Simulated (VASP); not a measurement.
# GaP (F-43m) in VASP: single point with HSE06

Aim: the single point of GaP with HSE06.

Everything below comes from runs of VASP 6.6.1. Logs are shortened: lines on timing, memory, paths and dates and some standing lists are left out, and cuts for length are marked.

### 1 The cell of the first run

It takes space group F-43m (No. 216, cubic). The conventional cell has a = 5.663 Å, b = 5.663 Å, c = 5.663 Å, α = 90.00°, β = 90.00°, γ = 90.00°. Within 3.2 Å of Ga (site symmetry -43m) lie 4 P at 2.45 Å. Within 3.2 Å of P (site symmetry -43m) lie 4 Ga at 2.45 Å.

### 2 Single point, HSE06 (strain +3.9%)

The input, POSCAR:

```
GaP
1.0
    0.0000000000      2.8316898682      2.8316898682
    2.8316898682      0.0000000000      2.8316898682
    2.8316898682      2.8316898682      0.0000000000
Ga P
1 1
Direct
    0.0000000000      0.0000000000      0.0000000000
    0.2500000000      0.2500000000      0.2500000000
```

The input, INCAR.step1:

```
SYSTEM = GaP
PREC     = Accurate       ! precision mode
ENCUT    = 520            ! plane-wave cutoff, eV
EDIFF    = 1E-5           ! SCF threshold, eV
ISMEAR   = 0              ! smearing method
SIGMA    = 0.01           ! smearing width, eV
LREAL    = .False.        ! projectors in reciprocal space
LASPH    = .True.         ! aspherical terms in the spheres
NELM     = 80             ! most SCF steps
ALGO     = Normal         ! electronic algorithm
ISIF     = 2              ! what is computed and relaxed
LWAVE    = .True.         ! write WAVECAR
LCHARG   = .False.        ! write CHGCAR
NBANDS   = 16             ! bands
GGA      = PE             ! functional
```

The input, INCAR.step2:

```
SYSTEM = GaP
PREC     = Accurate       ! precision mode
ENCUT    = 520            ! plane-wave cutoff, eV
EDIFF    = 1E-6           ! SCF threshold, eV
ISMEAR   = 0              ! smearing method
SIGMA    = 0.01           ! smearing width, eV
LREAL    = .False.        ! projectors in reciprocal space
LASPH    = .True.         ! aspherical terms in the spheres
NELM     = 80             ! most SCF steps
ALGO     = Normal         ! electronic algorithm
ISIF     = 2              ! what is computed and relaxed
LWAVE    = .False.        ! write WAVECAR
LCHARG   = .False.        ! write CHGCAR
GGA      = PE             ! functional
LHFCALC  = .True.         ! exact exchange
HFSCREEN = 0.2079         ! screening, 1/A
PRECFOCK = Normal       
NBANDS   = 16             ! bands
ISTART   = 1
```

The input, KPOINTS:

```
Automatic mesh
0
Gamma
  6 6 6
  0 0 0
```

Potentials or basis: VASP PAW PBE potentials, release 64 (Ga_d, P).

Launch:

```
$ cat potpaw_PBE.64/Ga_d/POTCAR potpaw_PBE.64/P/POTCAR > POTCAR
$ cp INCAR.step1 INCAR
$ mpirun -np 1 vasp_std > vasp.out
$ cp INCAR.step2 INCAR
$ mpirun -np 1 vasp_std > vasp.out
```

OUTCAR:

```text
SYSTEM = GaP
   PREC = Accurate
   ENCUT = 520
   EDIFF = 1E-6
   ISMEAR = 0
   LREAL = .False.
   LASPH = .True.
   NELM = 80
   ISIF = 2
   GGA = PE
   LHFCALC = .True.
   HFSCREEN = 0.2079
   PRECFOCK = Normal
   ISTART = 1

 ion  position               nearest neighbor table
   1  0.000  0.000  0.000-   2 2.45   2 2.45   2 2.45   2 2.45
   2  0.250  0.250  0.250-   1 2.45   1 2.45   1 2.45   1 2.45

  LATTYP: Found a face centered cubic cell.
 ALAT       =     5.6633797364

  Lattice vectors:

 A1 = (   0.0000000000,   2.8316898682,   2.8316898682)
 A2 = (   2.8316898682,   0.0000000000,   2.8316898682)
 A3 = (   2.8316898682,   2.8316898682,   0.0000000000)

Analysis of symmetry for initial positions (statically):
=====================================================================
 Subroutine PRICEL returns:
 Original cell was already a primitive cell.

 Routine SETGRP: Setting up the symmetry group for a
 face centered cubic supercell.

 Subroutine GETGRP returns: Found 24 space group operations
 (whereof 24 operations were pure point group operations)
 out of a pool of 48 trial point group operations.

The static configuration has the point symmetry T_d .

Analysis of symmetry for dynamics (positions and initial velocities):
=====================================================================
 Subroutine PRICEL returns:
 Original cell was already a primitive cell.

 Routine SETGRP: Setting up the symmetry group for a
 face centered cubic supercell.

 Subroutine GETGRP returns: Found 24 space group operations
 (whereof 24 operations were pure point group operations)
 out of a pool of 48 trial point group operations.

The dynamic configuration has the point symmetry T_d .

 Subroutine INISYM returns: Found 24 space group operations
 (whereof 24 operations are pure point group operations),
 and found     1 'primitive' translations

----------------------------------------------------------------------------------------

                                     Primitive cell

  volume of cell :      45.4116

  direct lattice vectors                    reciprocal lattice vectors
     0.000000000  2.831689868  2.831689868    -0.176573009  0.176573009  0.176573009
     2.831689868  0.000000000  2.831689868     0.176573009 -0.176573009  0.176573009
     2.831689868  2.831689868  0.000000000     0.176573009  0.176573009 -0.176573009

  length of vectors
     4.004614216  4.004614216  4.004614216     0.305833422  0.305833422  0.305833422

  position of ions in fractional coordinates (direct lattice)
     0.000000000  0.000000000  0.000000000
     0.250000000  0.250000000  0.250000000

  ion indices of the primitive-cell ions
   primitive index   ion index
                 1           1
                 2           2

----------------------------------------------------------------------------------------

 KPOINTS: Automatic mesh

Automatic generation of k-mesh.
 Grid dimensions read from file:
 generate k-points for:    6    6    6

 Generating k-lattice:

  Cartesian coordinates                     Fractional coordinates (reciprocal lattice)
    -0.029428835  0.029428835  0.029428835     0.166666667  0.000000000  0.000000000
     0.029428835 -0.029428835  0.029428835     0.000000000  0.166666667  0.000000000
     0.029428835  0.029428835 -0.029428835     0.000000000  0.000000000  0.166666667

  Length of vectors
     0.050972237  0.050972237  0.050972237

  Shift w.r.t. Gamma in fractional coordinates (k-lattice)
     0.000000000  0.000000000  0.000000000

 Subroutine IBZKPT returns following result:
 ===========================================

 Found     16 irreducible k-points:

 Following reciprocal coordinates:
            Coordinates               Weight
  0.000000  0.000000  0.000000      1.000000
  0.166667  0.000000  0.000000      8.000000
  0.333333  0.000000  0.000000      8.000000
  0.500000  0.000000  0.000000      4.000000
  0.166667  0.166667  0.000000      6.000000
  0.333333  0.166667  0.000000     24.000000
[... 8 lines left out ...]
 -0.333333  0.333333  0.166667     24.000000
 -0.333333  0.500000  0.166667     12.000000
   k-points           NKPTS =     16   k-points in BZ     NKDIM =    216   number of bands    NBANDS=     16
   number of dos      NEDOS =    301   number of ions     NIONS =      2
   total plane-waves  NPLWV =  27000
   dimension x,y,z NGX =    30 NGY =   30 NGZ =   30
   dimension x,y,z NGXF=    60 NGYF=   60 NGZF=   60
   ions per type =               1   1
   NGX,Y,Z   is equivalent  to a cutoff of  12.45, 12.45, 12.45 a.u.
   NGXF,Y,Z  is equivalent  to a cutoff of  24.91, 24.91, 24.91 a.u.
 SYSTEM =  GaP
   PREC   = accura    normal or accurate (medium, high low for compatibility)
   ISTART =      1    job   : 0-new  1-cont  2-samecut
   ICHARG =      0    charge: 1-file 2-atom 10-const
   ISPIN  =      1    spin polarized calculation?
   LNONCOLLINEAR =      F non collinear calculations
   LSORBIT =      F    spin-orbit coupling
   LASPH  =      T    aspherical Exc in radial PAW
   ENCUT  =  520.0 eV  38.22 Ry    6.18 a.u.   7.45  7.45  7.45*2*pi/ulx,y,z
   NELM   =     80;   NELMIN=  2; NELMDL=  0     # of ELM steps
   EDIFF  = 0.1E-05   stopping-criterion for ELM
   LREAL  =      F    real-space projection
   EDIFFG = 0.1E-04   stopping-criterion for IOM
   NSW    =      0    number of steps for IOM
   IBRION =     -1    ionic relax: 0-MD 1-quasi-New 2-CG
   NFREE  =      0    steps in history (QN), initial steepest desc. (CG)
   ISIF   =      2    stress and relaxation
   ISYM   =      3    0-nonsym 1-usesym 2-fastsym
   POTIM  = 0.5000    time-step for ionic-motion
   TEBEG  =    0.0;   TEEND  =   0.0 temperature during run
   PSTRESS=    0.0 pullay stress
   NELECT =      18.0000    total number of electrons
   NUPDOWN=      -1.0000    fix difference up-down
   EMIN   =  10.00;   EMAX   =-10.00  energy-range for DOS
   EFERMI =   0.00;   METHOD = LEGACY
   ISMEAR =     0;   SIGMA  =   0.01  broadening in eV -4-tet -1-fermi 0-gaus
   EFERMI_NEDOS =   21; number of points for ismear=-14 and -15
   IALGO  =     38    algorithm
   IMIX   =      1    mixing-type and parameters
     AMIX     =   0.40;   BMIX     =  1.00
     AMIX_MAG =   1.60;   BMIX_MAG =  1.00
  volume/ion in A,a.u.               =      22.71       153.23
  Fermi-wavevector in a.u.,A,eV,Ry     =   1.202569  2.272526 19.676365  1.446172
  Thomas-Fermi vector in A             =   2.338347
   LORBIT       =      0    0 simple, 1 ext, 2 COOP (PROOUT), +10 PAW based schemes
   GGA     = PE    functional components
   LHFCALC =     T    Hartree Fock is set to
   PRECFOCK=normal    Normal, Fast or Accurate (Low or Medium for compatibility)
   ENCUT4O =  -1.0   cutoff for four orbital integrals eV
   NKREDX  =     1    reduce k-point grid by
   NKREDY  =     1    reduce k-point grid by
   NKREDZ  =     1    reduce k-point grid by
   AEXX    =    0.2500 exact exchange contribution
   HFSCREEN=    0.2079 screening length (either q_TF or 0.3 A-1)
   HFSCREENC=   0.2079 screening length for correlation (either q_TF or 0.3 A-1)
   ENCUTFOCK=  -1.0 apply spherical cutoff to Coloumb kernel
   IVDW    =     0    specifies the selected vdW correction
   LEPSILON=     F    determine dielectric tensor
   LRPA    =     F    only Hartree local field effects (RPA)
 non-spin polarized calculation
 Gauss-broadening in eV      SIGMA  =   0.01
  energy-cutoff  :      520.00
  volume of cell :       45.41
 maximum number of plane-waves:      1243
 NGX is ok and might be reduce to    30
  NGX = 24; NGY = 24; NGZ = 24

 number of electron      17.9999992 magnetization

 Free energy of the ion-electron system (eV)
  ---------------------------------------------------
  ext. energy  EPLUGINS =         0.00000000
  ---------------------------------------------------
  free energy    TOTEN  =       -10.65958836 eV

  energy without entropy =      -10.65958836  energy(sigma->0) =      -10.65958836

 E-fermi :   3.1964     XC(G=0):  -7.7560

 val. band max:        3.1313501100   @ k =   0.0000   0.0000   0.0000
 cond. band min:       4.8997444768   @ k =   0.0000   0.0000   0.0000
 fundamental gap:      1.7683943669
 Fermi energy:         3.1964111031

 k-point     1 :       0.0000    0.0000    0.0000
  band No.  band energies     occupation
      1     -13.8356      2.00000
      2     -13.8356      2.00000
      3     -13.8356      2.00000
      4     -13.7635      2.00000
      5     -13.7635      2.00000
      6      -9.7973      2.00000
[... 8 lines left out ...]
     15      13.8159      0.00000
     16      13.8159      0.00000

 k-point     2 :       0.1667    0.0000    0.0000
  band No.  band energies     occupation
      1     -13.8443      2.00000
      2     -13.8308      2.00000
      3     -13.8308      2.00000
      4     -13.7635      2.00000
      5     -13.7635      2.00000
      6      -9.4667      2.00000
[... 8 lines left out ...]
     15      12.9968      0.00000
     16      13.7222      0.00000

 k-point     3 :       0.3333    0.0000    0.0000
  band No.  band energies     occupation
      1     -13.8617      2.00000
      2     -13.8226      2.00000
      3     -13.8226      2.00000
      4     -13.7618      2.00000
      5     -13.7618      2.00000
      6      -8.5970      2.00000
[... 8 lines left out ...]
     15      13.6300      0.00000
     16      13.6300      0.00000

 k-point     4 :       0.5000    0.0000    0.0000
  band No.  band energies     occupation
      1     -13.8703      2.00000
      2     -13.8194      2.00000
      3     -13.8194      2.00000
      4     -13.7601      2.00000
      5     -13.7601      2.00000
      6      -7.9358      2.00000
[... 8 lines left out ...]
     15      15.6791      0.00000
     16      15.6792      0.00000
[... 172 lines left out ...]
 k-point    14 :       0.5000    0.3333    0.1667
  band No.  band energies     occupation
      1     -13.8765      2.00000
      2     -13.8140      2.00000
      3     -13.8074      2.00000
      4     -13.7712      2.00000
      5     -13.7574      2.00000
      6      -7.8851      2.00000
[... 8 lines left out ...]
     15      15.5036      0.00000
     16      17.0243      0.00000

 k-point    15 :      -0.3333    0.3333    0.1667
  band No.  band energies     occupation
      1     -13.8793      2.00000
      2     -13.8140      2.00000
      3     -13.8030      2.00000
      4     -13.7696      2.00000
      5     -13.7591      2.00000
      6      -7.3355      2.00000
[... 8 lines left out ...]
     15      16.1689      0.00000
     16      16.5245      0.00000

 k-point    16 :      -0.3333    0.5000    0.1667
  band No.  band energies     occupation
      1     -13.8870      2.00000
      2     -13.8076      2.00000
      3     -13.7973      2.00000
      4     -13.7755      2.00000
      5     -13.7558      2.00000
      6      -7.0770      2.00000
[... 8 lines left out ...]
     15      15.8218      0.00000
     16      17.3762      0.00000

------------------------ aborting loop because EDIFF is reached ----------------------------------------

  FORCE on cell =-STRESS in cart. coord.  units (eV):
  Direction    XX          YY          ZZ          XY          YZ          ZX
  --------------------------------------------------------------------------------------
  -------------------------------------------------------------------------------------
  Total       -2.1237532     -2.1237532     -2.1237532      0.0000000     -0.0000000      0.0000000
  in kB      -74.9285922    -74.9285922    -74.9285922      0.0000000     -0.0000000      0.0000000
  external PRESSURE =     -74.9285922 kB  Pullay stress =       0.0000000 kB

 VOLUME and BASIS-vectors are now :
 -----------------------------------------------------------------------------
  energy-cutoff  :      520.00
  volume of cell :       45.41
      direct lattice vectors                 reciprocal lattice vectors
     0.000000000  2.831689868  2.831689868    -0.176573009  0.176573009  0.176573009
     2.831689868  0.000000000  2.831689868     0.176573009 -0.176573009  0.176573009
     2.831689868  2.831689868  0.000000000     0.176573009  0.176573009 -0.176573009

 POSITION                                       TOTAL-FORCE (eV/Angst)
 -----------------------------------------------------------------------------------
      0.00000      0.00000      0.00000        -0.000000     -0.000000     -0.000000
      1.41584      1.41584      1.41584         0.000000      0.000000      0.000000
 -----------------------------------------------------------------------------------
    total drift:                               -0.000036     -0.000038     -0.000030

  FREE ENERGIE OF THE ION-ELECTRON SYSTEM (eV)
  ---------------------------------------------------
  free  energy   TOTEN  =       -10.6595883568 eV

  energy  without entropy=      -10.6595883568  energy(sigma->0) =      -10.65958836
```

Run time: 43 min. Hardware: 1 thread of Intel Xeon Platinum 8488C (Sapphire Rapids), shared host; peak memory 0.29 GiB.

Results:

```yaml
Free_energy: -10.6596 eV
Pressure: -7.5 GPa
Band_gap_on_the_k_mesh: 1.77 eV
```

Caveat: the cell differs from its parent crystal (strain +3.9%); the cell stands under tension; the PAW data sets were made with another functional, which shifts forces and pressure a little. A k mesh can miss the band edges.
